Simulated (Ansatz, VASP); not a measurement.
TaH4: VASP beside Ansatz

```
Ta H
1.0
     1.87695    1.08366    4.16841
    -1.87695    1.08366    4.16841
     0.00000   -2.16731    4.16841
Ta H
1 4
Direct
  0.00000 0.00000 0.00000
  0.15875 0.15875 0.15875
  0.84125 0.84125 0.84125
  0.64771 0.64771 0.64771
  0.35229 0.35229 0.35229
```

Alike in both runs: task relaxation of cell and atoms; functional PBE; k mesh 4 × 4 × 4; occupations gaussian, width 0.15 eV; no spin polarisation.

```csv
,VASP,Ansatz
version,VASP 6.6.1,Ansatz 0.2.0
potentials or method,"VASP PAW PBE potentials, release 64 (Ta_pv, H), cutoff 500 eV","scalar-relativistic, plane waves, PAW"
valence electrons in the cell,15,17
```

```csv
,VASP,Ansatz,Ansatz less VASP
"gap on the k mesh at the Fermi level, each at its own relaxed structure (eV)",none,none,-
relaxed volume (Å³/atom),6.25,6.25,+0.003
relaxed cell length with the largest relative difference (Å),4.032,4.039,+0.0072
```

A gap of «none» marks a metal or a gap that the smearing closes. VASP's potentials hold 15 valence electrons a cell and Ansatz's 17, so a difference there can come from the potentials and not from the codes.

The k mesh is coarse, so the values compare programs but aren't converged. Spin-orbit coupling is off throughout. Noted on VASP's run: the volume moved by over 15 % at a fixed basis, so the end points are rough.
